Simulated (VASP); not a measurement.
A run of VASP 6.6.1 is set up as follows.

Contents of INCAR:

```
SYSTEM = V2N3
PREC = Accurate ; ENCUT = 600
EDIFF = 1E-7 ; ISMEAR = 0
SIGMA = 0.1 ; LREAL = .FALSE.
LASPH = .TRUE. ; NELM = 80
ALGO = Normal ; ISIF = 4
LWAVE = .FALSE. ; LCHARG = .FALSE.
GGA = PS ; IBRION = 2
NSW = 50 ; EDIFFG = -0.01
```

The input KPOINTS:

```
regular mesh
0
G
  12 12 6
  0 0 0
```

Contents of POSCAR:

```
V2N3
1.0
    2.8394081363      0.0000000000      0.0000000000
   -1.4197040682      2.4589995778      0.0000000000
    0.0000000000      0.0000000000      6.2951990905
V N
2 3
Direct
    0.6666666667      0.3333333333      0.3020679443
    0.3333333333      0.6666666667      0.6979320557
    0.0000000000      0.0000000000      0.5000000000
    0.0000000000      0.0000000000      0.1072617286
    0.0000000000      0.0000000000      0.8927382714
```

Potentials or basis: VASP PAW PBE potentials, release 64 (V_sv, N).

Run with:

```sh
$ cat potpaw_PBE.64/V_sv/POTCAR potpaw_PBE.64/N/POTCAR > POTCAR
$ mpirun -np 1 vasp_std > vasp.out
```

Task: What does it give for the band gap on the k mesh?

Result: Zero (an odd number of electrons rules out a gap without spin polarisation).

Forces on the atoms (eV/Å):
```
V    0.000  0.000 -0.002
V    0.000  0.000  0.002
N    0.000  0.000  0.000
N    0.000  0.000  0.002
N    0.000  0.000 -0.002
```

Caveat: the PAW data sets were made with another functional, which shifts forces and pressure a little; the run has no spin polarisation, though such a crystal can be magnetic. With open d or f shells a metallic result of PBEsol can be an artefact of self-interaction; +U or a hybrid may open a gap.
